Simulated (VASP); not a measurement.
A run of VASP 6.6.1:

INCAR

```
PREC     = Accurate       # precision mode
ENCUT    = 520            # plane-wave cutoff, eV
EDIFF    = 1E-6           # SCF threshold, eV
ISMEAR   = -1             # smearing method
SIGMA    = 0.1            # smearing width, eV
LREAL    = False          # projectors in reciprocal space
LASPH    = True           # aspherical terms in the spheres
NELM     = 100            # most SCF steps
ALGO     = Normal         # electronic algorithm
ISIF     = 2              # what is computed and relaxed
LWAVE    = False          # write WAVECAR
LCHARG   = True           # write CHGCAR
GGA      = CA             # functional
LELF     = True           # ELF
LVHAR    = True         
NBANDS   = 12             # bands
```

KPOINTS

```
Automatic mesh
0
Gamma
  17 17 17
```

POSCAR

```
As
1.0
    1.8799878562      1.0854114949      3.3276505686
   -1.8799878562      1.0854114949      3.3276505686
    0.0000000000     -2.1708229897      3.3276505687
As
2
Direct
    0.7695128175      0.7695128175      0.7695128175
    0.2304871825      0.2304871825      0.2304871825
```

Potentials or basis: VASP PAW LDA potentials, release 64 (As).

The run is started by

```bash
$ cat potpaw_LDA.64/As/POTCAR > POTCAR
$ mpirun -np 1 vasp_std > vasp.out
```

Hardware: 1 thread of Intel(R) Xeon(R) Platinum 8259CL CPU @ 2.50GHz (Skylake/Cascade Lake), on a shared host.

Estimate the wall time of this run.

Wall time 3.5 min on 1 thread of Intel(R) Xeon(R) Platinum 8259CL CPU @ 2.50GHz (Skylake/Cascade Lake), on a shared host, peak memory 0.3 GiB. Counts: scf iterations 10, k points 489.
